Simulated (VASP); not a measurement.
# SnO2 (I4_1/amd) in VASP: notebook, part 2 of 2

VASP 6.6.1.

**3. Single point, LDA**

This run uses another cell than the first one, of the same volume but with other edges.

Contents of INCAR:

```
PREC     = Accurate       # precision mode
ENCUT    = 520            # plane-wave cutoff, eV
EDIFF    = 1E-7           # SCF threshold, eV
ISMEAR   = 0              # smearing method
SIGMA    = 0.05           # smearing width, eV
LREAL    = False          # projectors in reciprocal space
LASPH    = True           # aspherical terms in the spheres
NELM     = 80             # most SCF steps
ALGO     = Normal         # electronic algorithm
ISIF     = 2              # what is computed and relaxed
LWAVE    = False          # write WAVECAR
LCHARG   = False          # write CHGCAR
GGA      = CA             # functional
NBANDS   = 35             # bands
```

Contents of KPOINTS:

```
regular mesh
0
Gamma
  10 10 10
```

Contents of POSCAR:

```
SnO2
1.0
   -1.8197965795      1.8197965795      6.0630944485
    1.8197965795     -1.8197965795      6.0630944485
    1.8197965795      1.8197965795     -6.0630944485
Sn O
2 4
Direct
    0.7500000000      0.2500000000      0.5000000000
    0.0000000000      0.0000000000      0.0000000000
    0.7969975836      0.7969975836      0.0000000000
    0.9530024164      0.4530024164      0.5000000000
    0.2030024164      0.2030024164      0.0000000000
    0.5469975836      0.0469975836      0.5000000000
```

Potentials or basis: VASP PAW LDA potentials, release 64 (Sn_d, O).

The run is started by

```bash
$ cat potpaw_LDA.64/Sn_d/POTCAR potpaw_LDA.64/O/POTCAR > POTCAR
$ mpirun -np 1 vasp_std > vasp.out
```

OUTCAR:

```text
PREC = Accurate
   ENCUT = 520
   EDIFF = 1E-7
   ISMEAR = 0
   LREAL = False
   LASPH = True
   NELM = 80
   ISIF = 2
   GGA = CA

 ion  position               nearest neighbor table
   1  0.750  0.250  0.500-   3 1.91   5 1.91   3 1.91   5 1.91   4 2.46   6 2.46   2 3.54   2 3.54
                             2 3.54   2 3.54
   2  0.000  0.000  0.000-   6 1.91   4 1.91   6 1.91   4 1.91   3 2.46   5 2.46   1 3.54   1 3.54
                             1 3.54   1 3.54
   3  0.797  0.797  0.000-   1 1.91   1 1.91   2 2.46
   4  0.953  0.453  0.500-   2 1.91   2 1.91   1 2.46
   5  0.203  0.203  0.000-   1 1.91   1 1.91   2 2.46
   6  0.547  0.047  0.500-   2 1.91   2 1.91   1 2.46

  LATTYP: Found a body centered tetragonal cell.
 ALAT       =     3.6395931590
 C/A-ratio  =     3.3317429634

  Lattice vectors:

 A1 = (  -1.8197965795,   1.8197965795,   6.0630944485)
 A2 = (   1.8197965795,  -1.8197965795,   6.0630944485)
 A3 = (   1.8197965795,   1.8197965795,  -6.0630944485)

Analysis of symmetry for initial positions (statically):
=====================================================================
 Subroutine PRICEL returns:
 Original cell was already a primitive cell.

 Routine SETGRP: Setting up the symmetry group for a
 body centered tetragonal supercell.

 Subroutine GETGRP returns: Found 16 space group operations
 (whereof  8 operations were pure point group operations)
 out of a pool of 16 trial point group operations.

The static configuration has the point symmetry D_2d.
 The point group associated with its full space group is D_4h.

Analysis of symmetry for dynamics (positions and initial velocities):
=====================================================================
 Subroutine PRICEL returns:
 Original cell was already a primitive cell.

 Routine SETGRP: Setting up the symmetry group for a
 body centered tetragonal supercell.

 Subroutine GETGRP returns: Found 16 space group operations
 (whereof  8 operations were pure point group operations)
 out of a pool of 16 trial point group operations.

The dynamic configuration has the point symmetry D_2d.
 The point group associated with its full space group is D_4h.

 Subroutine INISYM returns: Found 16 space group operations
 (whereof  8 operations are pure point group operations),
 and found     1 'primitive' translations

----------------------------------------------------------------------------------------

                                     Primitive cell

  volume of cell :      80.3156

  direct lattice vectors                    reciprocal lattice vectors
    -1.819796579  1.819796579  6.063094449     0.000000000  0.274755984  0.082466141
     1.819796579 -1.819796579  6.063094449     0.274755984  0.000000000  0.082466141
     1.819796579  1.819796579 -6.063094449     0.274755984  0.274755984  0.000000000

  length of vectors
     6.586686077  6.586686077  6.586686077     0.286864977  0.286864977  0.388563639

  position of ions in fractional coordinates (direct lattice)
     0.750000000  0.250000000  0.500000000
     0.000000000  0.000000000  0.000000000
     0.796997584  0.796997584  0.000000000
     0.953002416  0.453002416  0.500000000
     0.203002416  0.203002416  0.000000000
     0.546997584  0.046997584  0.500000000

[... 29 lines left out ...]

 Subroutine IBZKPT returns following result:
 ===========================================

 Found    102 irreducible k-points:

 Following reciprocal coordinates:
            Coordinates               Weight
  0.000000  0.000000  0.000000      1.000000
  0.100000  0.000000  0.000000      8.000000
  0.200000  0.000000  0.000000      8.000000
  0.300000  0.000000  0.000000      8.000000
  0.400000  0.000000 -0.000000      8.000000
  0.500000  0.000000 -0.000000      4.000000
[... 16 lines left out ...]
  0.300000  0.300000  0.000000      8.000000
  0.400000  0.300000  0.000000     16.000000
 [... further k-points ...]
   k-points           NKPTS =    102   k-points in BZ     NKDIM =    102   number of bands    NBANDS=     35
   number of dos      NEDOS =    301   number of ions     NIONS =      6
   total plane-waves  NPLWV = 125000
   dimension x,y,z NGX =    50 NGY =   50 NGZ =   50
   dimension x,y,z NGXF=   100 NGYF=  100 NGZF=  100
   ions per type =               2   4
   NGX,Y,Z   is equivalent  to a cutoff of  12.62, 12.62, 12.62 a.u.
   NGXF,Y,Z  is equivalent  to a cutoff of  25.24, 25.24, 25.24 a.u.
 SYSTEM =  unknown system
   PREC   = accura    normal or accurate (medium, high low for compatibility)
   ISTART =      0    job   : 0-new  1-cont  2-samecut
   ICHARG =      2    charge: 1-file 2-atom 10-const
   ISPIN  =      1    spin polarized calculation?
   LNONCOLLINEAR =      F non collinear calculations
   LSORBIT =      F    spin-orbit coupling
   LASPH  =      T    aspherical Exc in radial PAW
   ENCUT  =  520.0 eV  38.22 Ry    6.18 a.u.  12.25 12.25 12.25*2*pi/ulx,y,z
   NELM   =     80;   NELMIN=  2; NELMDL= -5     # of ELM steps
   EDIFF  = 0.1E-06   stopping-criterion for ELM
   LREAL  =      F    real-space projection
   EDIFFG = 0.1E-05   stopping-criterion for IOM
   NSW    =      0    number of steps for IOM
   IBRION =     -1    ionic relax: 0-MD 1-quasi-New 2-CG
   NFREE  =      0    steps in history (QN), initial steepest desc. (CG)
   ISIF   =      2    stress and relaxation
   ISYM   =      2    0-nonsym 1-usesym 2-fastsym
   POTIM  = 0.5000    time-step for ionic-motion
   TEBEG  =    0.0;   TEEND  =   0.0 temperature during run
   PSTRESS=    0.0 pullay stress
   NELECT =      52.0000    total number of electrons
   NUPDOWN=      -1.0000    fix difference up-down
   EMIN   =  10.00;   EMAX   =-10.00  energy-range for DOS
   EFERMI =   0.00;   METHOD = LEGACY
   ISMEAR =     0;   SIGMA  =   0.05  broadening in eV -4-tet -1-fermi 0-gaus
   EFERMI_NEDOS =   21; number of points for ismear=-14 and -15
   IALGO  =     38    algorithm
   IMIX   =      4    mixing-type and parameters
     AMIX     =   0.40;   BMIX     =  1.00
     AMIX_MAG =   1.60;   BMIX_MAG =  1.00
  volume/ion in A,a.u.               =      13.39        90.33
  Fermi-wavevector in a.u.,A,eV,Ry     =   1.416259  2.676341 27.290414  2.005789
  Thomas-Fermi vector in A             =   2.537612
   LORBIT       =      0    0 simple, 1 ext, 2 COOP (PROOUT), +10 PAW based schemes
   GGA     = CA    functional components
   LHFCALC =     F    Hartree Fock is set to
   AEXX    =    0.0000 exact exchange contribution
   IVDW    =     0    specifies the selected vdW correction
   LEPSILON=     F    determine dielectric tensor
   LRPA    =     F    only Hartree local field effects (RPA)
 non-spin polarized calculation
 Gauss-broadening in eV      SIGMA  =   0.05
  energy-cutoff  :      520.00
  volume of cell :       80.32
 maximum number of plane-waves:      2203
 NGX is ok and might be reduce to    50

 number of electron      52.0000006 magnetization

 Free energy of the ion-electron system (eV)
  ---------------------------------------------------
  ext. energy  EPLUGINS =         0.00000000
  ---------------------------------------------------
  free energy    TOTEN  =       -39.97306964 eV

  energy without entropy =      -39.97306964  energy(sigma->0) =      -39.97306964

 E-fermi :   4.3548     XC(G=0): -10.9764

 val. band max:        4.0696950988   @ k =  -0.3000   0.3000   0.0000
 cond. band min:       5.7483155105   @ k =   0.0000   0.0000   0.0000
 fundamental gap:      1.6786204118
 Fermi energy:         4.3548266262

 k-point     1 :       0.0000    0.0000    0.0000
  band No.  band energies     occupation
      1     -16.7848      2.00000
      2     -16.6869      2.00000
      3     -16.1647      2.00000
      4     -15.8810      2.00000
      5     -15.4798      2.00000
      6     -15.4798      2.00000
[... 901 lines left out ...]
     34      14.4199      0.00000
     35      17.0800      0.00000

 [... further k-points ...]
[... 5 lines left out ...]
  --------------------------------------------------------------------------------------
  -------------------------------------------------------------------------------------
  Total       11.7107089     11.7107089     -4.8693053      0.0000000      0.0000000      0.0000000
  in kB      233.6112508    233.6112508    -97.1354084      0.0000000      0.0000000      0.0000000
  external PRESSURE =     123.3623644 kB  Pullay stress =       0.0000000 kB

 VOLUME and BASIS-vectors are now :
 -----------------------------------------------------------------------------
  energy-cutoff  :      520.00
  volume of cell :       80.32
      direct lattice vectors                 reciprocal lattice vectors
    -1.819796579  1.819796579  6.063094449     0.000000000  0.274755984  0.082466141
     1.819796579 -1.819796579  6.063094449     0.274755984  0.000000000  0.082466141
     1.819796579  1.819796579 -6.063094449     0.274755984  0.274755984  0.000000000

 POSITION                                       TOTAL-FORCE (eV/Angst)
 -----------------------------------------------------------------------------------
      0.00000      1.81980      3.03155         0.000000      0.000000     -0.000000
      0.00000      0.00000      0.00000         0.000000      0.000000      0.000000
      0.00000      0.00000      9.66454         0.000000     -0.000000      1.937653
     -0.00000      1.81980      5.49319        -0.000000      0.000000     -1.937653
      0.00000      0.00000      2.46165         0.000000     -0.000000     -1.937653
      0.00000      1.81980      0.56990        -0.000000      0.000000      1.937653
 -----------------------------------------------------------------------------------
    total drift:                                0.000000     -0.000000      0.000000

  FREE ENERGIE OF THE ION-ELECTRON SYSTEM (eV)
  ---------------------------------------------------
  free  energy   TOTEN  =       -39.9730696383 eV

  energy  without entropy=      -39.9730696383  energy(sigma->0) =      -39.97306964
```

It took 9.3 min on 1 thread of Intel Xeon Platinum 8488C (Sapphire Rapids), shared host; peak memory 0.42 GiB.

Results:

```yaml
Free_energy: -39.9731 eV
Pressure: 12.3 GPa
Largest_force: 1.938 eV/Å
Band_gap_on_the_k_mesh: 1.68 eV (least direct gap 2.01 eV)
```

Forces in eV/Å, atoms in the order of the input:
```
Sn   0.000  0.000  0.000
Sn   0.000  0.000  0.000
O    0.000  0.000  1.938
O    0.000  0.000 -1.938
O    0.000  0.000 -1.938
O    0.000  0.000  1.938
```

Levels at points of the mesh, in eV from the valence-band top:
```csv
k point,band 23,band 24,band 25,band 26,band 27,band 28,band 29,band 30
"(0.00, 0.00, 0.00)",-0.68,-0.35,-0.35,-0.33,1.68,5.17,6.41,8.05
"(0.50, 0.00, 0.00)",-0.67,-0.65,-0.64,-0.31,5.19,5.47,7.49,8.24
"(0.50, 0.50, 0.00)",-0.77,-0.77,-0.06,-0.06,7.68,7.68,7.96,7.96
"(0.50, 0.50, 0.50)",-0.89,-0.89,-0.25,-0.25,3.91,3.91,6.60,6.60
```

Caveat: the cell stands under pressure; spin-orbit coupling is left out, which moves the levels of the heavy elements; forces of over 1 eV/Å act on the atoms, so gaps and moduli don't describe the material at rest.
